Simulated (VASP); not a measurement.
Crystal: Ag.

```
Ag
1.0
     4.77356    0.00000    0.00000
    -2.38678    4.13402    0.00000
     0.00000    0.00000    2.78335
Ag
3
Direct
  0.00000 0.00000 0.00000
  0.33333 0.66667 0.50000
  0.66667 0.33333 0.50000
```

```yaml
Program: VASP 6.6.1
Task: relaxation of cell and atoms
Functional: PBE
Potentials_or_basis: VASP PAW PBE potentials, release 64 (Ag)
Cutoff: 600 eV
k_mesh: 12 × 12 × 16
Occupations: gaussian, width 0.1 eV
Spin: no spin polarisation
```

At the start: pressure -0.4 GPa; volume 18.31 Å³/atom.

Q: Where does the relaxation end?

A: Over 5 steps the energy falls by 3.3 meV/atom and the volume is 18.23 Å³/atom (-0.4 %); space group P6/mmm (No. 191, to 0.05 Å).

The path:
| step | energy change (eV) | largest force (eV/Å) | pressure (GPa) | volume (Å³) |
| --- | --- | --- | --- | --- |
| 1 | 0.0000 | 0.0000 | -0.37 | 54.93 |
| 2 | -0.0095 | 0.0000 | 0.06 | 54.58 |
| 3 | -0.0099 | 0.0000 | 0.22 | 54.49 |
| 4 | -0.0099 | 0.0000 | 0.20 | 54.50 |
| 5 | -0.0100 | 0.0000 | -0.08 | 54.69 |

Final structure:
```
CELL_PARAMETERS angstrom
4.72800 0.00000 0.00000
-2.36400 4.09457 0.00000
0.00000 0.00000 2.82496
ATOMIC_POSITIONS crystal
Ag 0.00000 0.00000 0.00000
Ag 0.33333 0.66667 0.50000
Ag 0.66667 0.33333 0.50000
```
